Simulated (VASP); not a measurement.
The system is PbO.

```
CELL_PARAMETERS angstrom
3.04772 0.00000 0.00000
-1.52386 2.63941 0.00000
0.00000 0.00000 4.96779
ATOMIC_POSITIONS crystal
Pb 0.00000 0.00000 0.00000
Pb 0.00000 0.00000 0.50000
O 0.33333 0.66667 0.25000
O 0.66667 0.33333 0.75000
```

| Item | Value |
| --- | --- |
| Program | VASP 6.6.1 |
| Task | relaxation of cell and atoms |
| Functional | PBEsol |
| Potentials or basis | VASP PAW PBE potentials, release 64 (Pb_d, O_h) |
| Cutoff | 910 eV |
| k mesh | 9 × 9 × 4 |
| Occupations | fermi-dirac, width 0.03 eV |
| Spin | no spin polarisation |

At the start: pressure 207.8 GPa; volume 9.99 Å³/atom.

Question: Where does the relaxation end?

Answer: Over 10 steps the energy falls by 2813.5 meV/atom and the volume is 16.13 Å³/atom (+61.4 %); space group P6_3/mmc (No. 194, to 0.05 Å).

The path:
```
step  energy change (eV)  largest force (eV/Å)  pressure (GPa)  volume (Å³)
   1              0.0000                0.0000          207.78        39.96
   2             16.8181                0.0000          -49.91       170.46
   3            -10.3876                0.0000          -22.13        75.96
   4            -11.1080                0.0000           -9.72        68.91
   5            -11.2287                0.0000           -0.17        64.97
   6            -11.2264                0.0000           -1.73        65.55
   7            -11.2481                0.0000            1.52        64.11
   8            -11.2481                0.0000            1.54        64.11
   9            -11.2521                0.0000           -0.81        64.73
  10            -11.2540                0.0000            0.04        64.51
```

Final structure:
```
Pb O
1.0
     3.47388    0.00000    0.00000
    -1.73694    3.00847    0.00000
     0.00000    0.00000    6.17222
Pb O
2 2
Direct
  0.00000 0.00000 0.00000
  0.00000 0.00000 0.50000
  0.33333 0.66667 0.25000
  0.66667 0.33333 0.75000
```

Caveat: the cutoff is under 1.25 times the usual one of these potentials, so pressure, stress and relaxed cells hold a basis-set (Pulay) error; the volume moved by over 15 % at a fixed basis, so the end points are rough; the PAW data sets were made with another functional, which shifts forces and pressure a little.
